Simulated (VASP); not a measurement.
# MnSb (Fm-3m) in VASP: settings compared, part 2 of 3

VASP 6.6.1. The steps go on from the part before.

**3. Single point, PBE, collinear spin, zero start**

Input file INCAR:

```
SYSTEM = MnSb
ALGO = Normal ; EDIFF = 1E-6
ENCUT = 520 ; GGA = PE
ISIF = 2 ; ISMEAR = -1
ISPIN = 2 ; LASPH = .TRUE.
LCHARG = .TRUE. ; LELF = .TRUE.
LMAXMIX = 4 ; LORBIT = 11
LREAL = .FALSE. ; LVHAR = .TRUE.
LWAVE = .FALSE. ; MAGMOM = 0 0
NBANDS = 20 ; NELM = 150
NUPDOWN = 0.0 ; PREC = Accurate
SIGMA = 0.05
```

Input file KPOINTS:

```
k-points
0
G
  7 7 7
  0 0 0
```

Input file POSCAR:

```
MnSb
1.0
    0.0000000000      2.7950160000      2.7950160000
    2.7950160000      0.0000000000      2.7950160000
    2.7950160000      2.7950160000      0.0000000000
Sb Mn
1 1
Direct
    0.5000000000      0.5000000000      0.5000000000
    0.0000000000      0.0000000000      0.0000000000
```

Potentials or basis: VASP PAW PBE potentials, release 64 (Sb, Mn_pv).

Command:

```console
> cat potpaw_PBE.64/Sb/POTCAR potpaw_PBE.64/Mn_pv/POTCAR > POTCAR
> mpirun -np 1 vasp_std > vasp.out
```

OUTCAR:

```text
SYSTEM = MnSb
   EDIFF = 1E-6
   ENCUT = 520
   GGA = PE
   ISIF = 2
   ISMEAR = -1
   ISPIN = 2
   LASPH = .TRUE.
   LORBIT = 11
   LREAL = .FALSE.
   NELM = 150
   NUPDOWN = 0.0
   PREC = Accurate

 ion  position               nearest neighbor table
   1  0.500  0.500  0.500-   2 2.80   2 2.80   2 2.80   2 2.80   2 2.80   2 2.80
   2  0.000  0.000  0.000-   1 2.80   1 2.80   1 2.80   1 2.80   1 2.80   1 2.80

  LATTYP: Found a face centered cubic cell.
 ALAT       =     5.5900320000

  Lattice vectors:

 A1 = (   0.0000000000,   2.7950160000,   2.7950160000)
 A2 = (   2.7950160000,   0.0000000000,   2.7950160000)
 A3 = (   2.7950160000,   2.7950160000,   0.0000000000)

Analysis of symmetry for initial positions (statically):
=====================================================================
 Subroutine PRICEL returns:
 Original cell was already a primitive cell.

 Routine SETGRP: Setting up the symmetry group for a
 face centered cubic supercell.

 Subroutine GETGRP returns: Found 48 space group operations
[... 9 lines left out ...]

 Routine SETGRP: Setting up the symmetry group for a
 face centered cubic supercell.

 Subroutine GETGRP returns: Found 48 space group operations
 (whereof 48 operations were pure point group operations)
 out of a pool of 48 trial point group operations.

The dynamic configuration has the point symmetry O_h .

Analysis of structural, dynamic, and magnetic symmetry:
=====================================================================
 Subroutine PRICEL returns:
 Original cell was already a primitive cell.

 Routine SETGRP: Setting up the symmetry group for a
 face centered cubic supercell.

 Subroutine GETGRP returns: Found 48 space group operations
 (whereof 48 operations were pure point group operations)
 out of a pool of 48 trial point group operations.

The overall configuration has the point symmetry O_h .

 Subroutine INISYM returns: Found 48 space group operations
[... 5 lines left out ...]
                                     Primitive cell

  volume of cell :      43.6700

  direct lattice vectors                    reciprocal lattice vectors
     0.000000000  2.795016000  2.795016000    -0.178889853  0.178889853  0.178889853
     2.795016000  0.000000000  2.795016000     0.178889853 -0.178889853  0.178889853
     2.795016000  2.795016000  0.000000000     0.178889853  0.178889853 -0.178889853

  length of vectors
     3.952749534  3.952749534  3.952749534     0.309846314  0.309846314  0.309846314

  position of ions in fractional coordinates (direct lattice)
     0.500000000  0.500000000  0.500000000
     0.000000000  0.000000000  0.000000000

  ion indices of the primitive-cell ions
   primitive index   ion index
                 1           1
                 2           2

----------------------------------------------------------------------------------------

 KPOINTS: k-points

Automatic generation of k-mesh.
 Grid dimensions read from file:
 generate k-points for:    7    7    7

 Generating k-lattice:

  Cartesian coordinates                     Fractional coordinates (reciprocal lattice)
    -0.025555693  0.025555693  0.025555693     0.142857143  0.000000000  0.000000000
     0.025555693 -0.025555693  0.025555693     0.000000000  0.142857143  0.000000000
     0.025555693  0.025555693 -0.025555693     0.000000000  0.000000000  0.142857143

  Length of vectors
[... 43 lines left out ...]
   ICHARG =      2    charge: 1-file 2-atom 10-const
   ISPIN  =      2    spin polarized calculation?
   LNONCOLLINEAR =      F non collinear calculations
   LSORBIT =      F    spin-orbit coupling
   LASPH  =      T    aspherical Exc in radial PAW
   ENCUT  =  520.0 eV  38.22 Ry    6.18 a.u.   7.35  7.35  7.35*2*pi/ulx,y,z
   NELM   =    150;   NELMIN=  2; NELMDL= -5     # of ELM steps
   EDIFF  = 0.1E-05   stopping-criterion for ELM
   LREAL  =      F    real-space projection
   EDIFFG = 0.1E-04   stopping-criterion for IOM
   NSW    =      0    number of steps for IOM
   IBRION =     -1    ionic relax: 0-MD 1-quasi-New 2-CG
   NFREE  =      0    steps in history (QN), initial steepest desc. (CG)
   ISIF   =      2    stress and relaxation
   ISYM   =      2    0-nonsym 1-usesym 2-fastsym
   POTIM  = 0.5000    time-step for ionic-motion
   TEBEG  =    0.0;   TEEND  =   0.0 temperature during run
   PSTRESS=    0.0 pullay stress
   NELECT =      18.0000    total number of electrons
   NUPDOWN=       0.0000    fix difference up-down
   EMIN   =  10.00;   EMAX   =-10.00  energy-range for DOS
   EFERMI =   0.00;   METHOD = LEGACY
   ISMEAR =    -1;   SIGMA  =   0.05  broadening in eV -4-tet -1-fermi 0-gaus
   EFERMI_NEDOS =   21; number of points for ismear=-14 and -15
   IALGO  =     38    algorithm
   IMIX   =      4    mixing-type and parameters
     AMIX     =   0.40;   BMIX     =  1.00
     AMIX_MAG =   1.60;   BMIX_MAG =  1.00
  volume/ion in A,a.u.               =      21.83       147.35
  Fermi-wavevector in a.u.,A,eV,Ry     =   1.218348  2.302344 20.196106  1.484372
  Thomas-Fermi vector in A             =   2.353638
   LORBIT       =     11    0 simple, 1 ext, 2 COOP (PROOUT), +10 PAW based schemes
   GGA     = PE    functional components
   LHFCALC =     F    Hartree Fock is set to
   AEXX    =    0.0000 exact exchange contribution
   IVDW    =     0    specifies the selected vdW correction
   LEPSILON=     F    determine dielectric tensor
   LRPA    =     F    only Hartree local field effects (RPA)
 spin polarized calculation
  energy-cutoff  :      520.00
  volume of cell :       43.67
 maximum number of plane-waves:      1243
 NGX is ok and might be reduce to    30
   NGX = 15   NGY = 15   NGZ = 15

 number of electron      17.9999987 magnetization       0.0000000

 number of electron      17.9999987 magnetization      -0.0000000

 Free energy of the ion-electron system (eV)
  ---------------------------------------------------
  ext. energy  EPLUGINS =         0.00000000
  ---------------------------------------------------
  free energy    TOTEN  =       -11.32902436 eV

  energy without entropy =      -11.27135191  energy(sigma->0) =      -11.30018814

 E-fermi :   7.1292     XC(G=0): -10.6158

 val. band max:        7.1205288744   @ k =  -0.4286   0.4286   0.1429
 cond. band min:       7.1304172503   @ k =  -0.4286   0.4286   0.0000
 fundamental gap:      0.0098883759
 Fermi energy:         7.1292031014

 spin component 1

 k-point     1 :       0.0000    0.0000    0.0000
  band No.  band energies     occupation
      1     -40.4126      1.00000
      2     -40.4126      1.00000
      3     -40.4126      1.00000
      4      -4.0237      1.00000
      5       6.4585      1.00000
      6       6.4585      1.00000
[... 436 lines left out ...]
      6       3.6240      1.00000
[... 12 lines left out ...]
     19      23.2181      0.00000
     20      23.3286      0.00000
 Fermi energy:         7.1291923712

 spin component 2

 k-point     1 :       0.0000    0.0000    0.0000
  band No.  band energies     occupation
      1     -40.4126      1.00000
      2     -40.4126      1.00000
      3     -40.4126      1.00000
      4      -4.0237      1.00000
      5       6.4584      1.00000
      6       6.4584      1.00000
[... 449 lines left out ...]
     19      23.2181      0.00000
     20      23.3286      0.00000

------------------------ aborting loop because EDIFF is reached ----------------------------------------

  FORCE on cell =-STRESS in cart. coord.  units (eV):
  Direction    XX          YY          ZZ          XY          YZ          ZX
  --------------------------------------------------------------------------------------
  -------------------------------------------------------------------------------------
  Total       -3.8176103     -3.8176103     -3.8176103     -0.0000000      0.0000000      0.0000000
  in kB     -140.0616665   -140.0616665   -140.0616665     -0.0000000      0.0000000      0.0000000
  external PRESSURE =    -140.0616665 kB  Pullay stress =       0.0000000 kB

 VOLUME and BASIS-vectors are now :
 -----------------------------------------------------------------------------
  energy-cutoff  :      520.00
  volume of cell :       43.67
      direct lattice vectors                 reciprocal lattice vectors
     0.000000000  2.795016000  2.795016000    -0.178889853  0.178889853  0.178889853
     2.795016000  0.000000000  2.795016000     0.178889853 -0.178889853  0.178889853
     2.795016000  2.795016000  0.000000000     0.178889853  0.178889853 -0.178889853

 POSITION                                       TOTAL-FORCE (eV/Angst)
 -----------------------------------------------------------------------------------
      2.79502      2.79502      2.79502         0.000000      0.000000      0.000000
      0.00000      0.00000      0.00000        -0.000000     -0.000000     -0.000000
 -----------------------------------------------------------------------------------
    total drift:                               -0.000000      0.000000      0.000000

  FREE ENERGIE OF THE ION-ELECTRON SYSTEM (eV)
  ---------------------------------------------------
  free  energy   TOTEN  =       -11.3290243649 eV

  energy  without entropy=      -11.2713519090  energy(sigma->0) =      -11.30018814

 total charge

# of ion       s       p       d       tot
------------------------------------------
    1        1.126   1.230   0.041   2.397
    2        0.233   6.141   5.181  11.555
--------------------------------------------------
tot          1.359   7.370   5.222  13.952

 magnetization (x)

# of ion       s       p       d       tot
------------------------------------------
    1       -0.000   0.000  -0.000   0.000
    2       -0.000   0.000  -0.000  -0.000
--------------------------------------------------
tot         -0.000   0.000  -0.000  -0.000
```

OSZICAR:

```text
N       E                     dE             d eps       ncg     rms          rms(c)
DAV:   1     0.130272086273E+03    0.13027E+03   -0.94302E+03  1616   0.889E+02
DAV:   2    -0.743533040377E+01   -0.13771E+03   -0.13221E+03  1652   0.252E+02
DAV:   3    -0.125442058824E+02   -0.51089E+01   -0.50117E+01  1884   0.535E+01
DAV:   4    -0.126132386767E+02   -0.69033E-01   -0.68993E-01  1788   0.632E+00
DAV:   5    -0.126149654683E+02   -0.17268E-02   -0.17267E-02  1824   0.101E+00    0.110E+01
DAV:   6    -0.169628032891E+02   -0.43478E+01   -0.12430E+01  1748   0.441E+01    0.258E+01
DAV:   7    -0.113522638567E+02    0.56105E+01   -0.18599E+01  1720   0.339E+01    0.265E+00
DAV:   8    -0.113305779022E+02    0.21686E-01   -0.17479E-01  1796   0.268E+00    0.855E-01
DAV:   9    -0.113289595334E+02    0.16184E-02   -0.56665E-03  1768   0.524E-01    0.294E-01
DAV:  10    -0.113290387050E+02   -0.79172E-04   -0.69092E-04  1772   0.160E-01    0.511E-02
DAV:  11    -0.113290249843E+02    0.13721E-04   -0.82675E-05  1720   0.798E-02    0.155E-02
DAV:  12    -0.113290243649E+02    0.61936E-06   -0.27125E-06  1836   0.170E-02
   1 F= -.11329024E+02 E0= -.11300188E+02  d E =-.576725E-01  mag=     0.0000
```

Run time: 37 s. Hardware: 1 thread of Intel Xeon Platinum 8375C at 2.90GHz (Ice Lake), shared host; peak memory 0.2 GiB.

What came out:

```
Free energy                                           : -11.3290 eV
Pressure                                              : -14.0 GPa
Net moment                                            : 0.00 μB per cell
Valence electrons inside the program's atomic spheres : Sb 2.40; Mn 11.55
```

Caveat: spin-orbit coupling is left out, which moves the levels of the heavy elements; the total moment is fixed, so each spin has its own Fermi level.

(Continued in part 3 of 3.)
